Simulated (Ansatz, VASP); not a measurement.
**Ru: VASP beside Ansatz**

The input INCAR:

```
PREC = Accurate
ENCUT = 600
EDIFF = 1E-6
ISMEAR = 0
SIGMA = 0.05
LREAL = F
LASPH = T
NELM = 60
ALGO = Normal
ISIF = 3
LWAVE = F
LCHARG = F
GGA = PS
IBRION = 2
NSW = 80
EDIFFG = -0.01
```

The input KPOINTS:

```
Automatic mesh
0
Gamma
  14 14 8
```

File POSCAR:

```
Ru
1.0
    2.7000000000      0.0000000000      0.0000000000
   -1.3500000000      2.3382685902      0.0000000000
    0.0000000000      0.0000000000      4.2768000000
Ru
2
Direct
    0.3333333333      0.6666666667      0.7500000000
    0.6666666667      0.3333333333      0.2500000000
```

Input for Ansatz:

```yaml
crystal:
  lattice:
    - [2.7, 0.0, 0.0]
    - [-1.35, 2.3382685902, 0.0]
    - [0.0, 0.0, 4.2768]
  atoms:
    - { symbol: Ru, position: [0.3333333333, 0.6666666667, 0.75] }
    - { symbol: Ru, position: [0.6666666667, 0.3333333333, 0.25] }
basis:
  ecutwfc: 420
  ecutrho_ratio: 4
kpoints:
  mp_grid: { grid: [14, 14, 8] }
hamiltonian:
  xc: pbesol
scf:
  occupations: { method: gaussian, width: 0.05 }
output:
  forces: true
  stress: true
  eigenvalues: true
relax:
  f_tol: 0.01
  max_steps: 60
  cell: { stress_tol: 0.04 }
```

Alike in both runs: task relaxation of cell and atoms; functional PBEsol; k mesh 14 × 14 × 8; occupations gaussian, width 0.05 eV; no spin polarisation.

```csv
,VASP,Ansatz
version,VASP 6.6.1,Ansatz 0.2.0
potentials or method,"VASP PAW PBE potentials, release 64 (Ru_pv), cutoff 600 eV","scalar-relativistic, plane waves, PAW"
valence electrons in the cell,28,32
```

|  | VASP | Ansatz | Ansatz less VASP |
| --- | --- | --- | --- |
| gap on the k mesh at the Fermi level, each at its own relaxed structure (eV) | none | none | - |
| relaxed volume (Å³/atom) | 13.32 | 13.32 | +0.005 |
| relaxed cell length with the largest relative difference (Å) | 2.692 | 2.692 | +0.0003 |

VASP's potentials were made for PBE, not for PBEsol. A gap of «none» marks a metal or a gap that the smearing closes. VASP's potentials hold 28 valence electrons a cell and Ansatz's 32, so a difference there can come from the potentials and not from the codes.
